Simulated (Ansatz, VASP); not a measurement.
# Two plane-wave programs on B2As3

The input INCAR:

```
ALGO     = Normal         # electronic algorithm
EDIFF    = 1E-7           # SCF threshold, eV
EDIFFG   = -0.01          # ionic threshold
ENCUT    = 600            # plane-wave cutoff, eV
GGA      = PE             # functional
IBRION   = 2              # ionic algorithm
ISIF     = 3              # what is computed and relaxed
ISMEAR   = 0              # smearing method
LASPH    = True           # aspherical terms in the spheres
LCHARG   = False          # write CHGCAR
LREAL    = False          # projectors in reciprocal space
LWAVE    = False          # write WAVECAR
NELM     = 100            # most SCF steps
NSW      = 100            # ionic steps
PREC     = Accurate       # precision mode
SIGMA    = 0.1            # smearing width, eV
```

Contents of KPOINTS:

```
k-points
0
Gamma
  6 6 6
```

File POSCAR:

```
B2As3
1.0
    3.0468942387      1.7591252089      2.6714761842
   -3.0468942387      1.7591252089      2.6714761842
    0.0000000000     -3.5182504179      2.6714761842
B As
2 3
Direct
    0.1096023290      0.1096023290      0.1096023290
    0.8903976710      0.8903976710      0.8903976710
    0.5000000000      0.1659540245      0.8340459755
    0.8340459755      0.5000000000      0.1659540245
    0.1659540245      0.8340459755      0.5000000000
```

Input for Ansatz:

```yaml
crystal:
  lattice:
    - [3.0468942387, 1.7591252089, 2.6714761842]
    - [-3.0468942387, 1.7591252089, 2.6714761842]
    - [0.0, -3.5182504179, 2.6714761842]
  atoms:
    - { symbol: B, position: [0.109602329, 0.109602329, 0.109602329] }
    - { symbol: B, position: [0.890397671, 0.890397671, 0.890397671] }
    - { symbol: As, position: [0.5, 0.1659540245, 0.8340459755] }
    - { symbol: As, position: [0.8340459755, 0.5, 0.1659540245] }
    - { symbol: As, position: [0.1659540245, 0.8340459755, 0.5] }
basis:
  ecutwfc: 420
kpoints:
  mp_grid: { grid: [6, 6, 6] }
hamiltonian:
  xc: pbe
scf:
  occupations: { method: gaussian, width: 0.1 }
output:
  forces: true
  stress: true
  eigenvalues: true
relax:
  adjacent_minimum: "off"
  f_tol: 0.01
  max_steps: 80
  cell: { stress_tol: 0.05 }
```

Change from the starting cell: species swapped into the Ni3Se2 type (R32, No. 155).

Alike in both runs: task relaxation of cell and atoms; functional PBE; k mesh 6 × 6 × 6; occupations gaussian, width 0.1 eV; no spin polarisation.

|  | VASP | Ansatz |
| --- | --- | --- |
| version | VASP 6.6.1 | Ansatz 0.2.0 |
| potentials or method | VASP PAW PBE potentials, release 64 (B, As), cutoff 600 eV | scalar-relativistic, plane waves, PAW |
| valence electrons in the cell | 21 | 51 |

```tsv
	VASP	Ansatz	Ansatz less VASP
gap on the k mesh at the Fermi level, each at its own relaxed structure (eV)	none	none	-
relaxed volume (Å³/atom)	17.15	17.11	-0.037
relaxed length of the cell vector where the two differ most in proportion (Å)	4.418	4.414	-0.0034
```

A gap of «none» marks a metal or a gap that the smearing closes. VASP's potentials hold 21 valence electrons a cell and Ansatz's 51, so a difference there can come from the potentials and not from the codes.
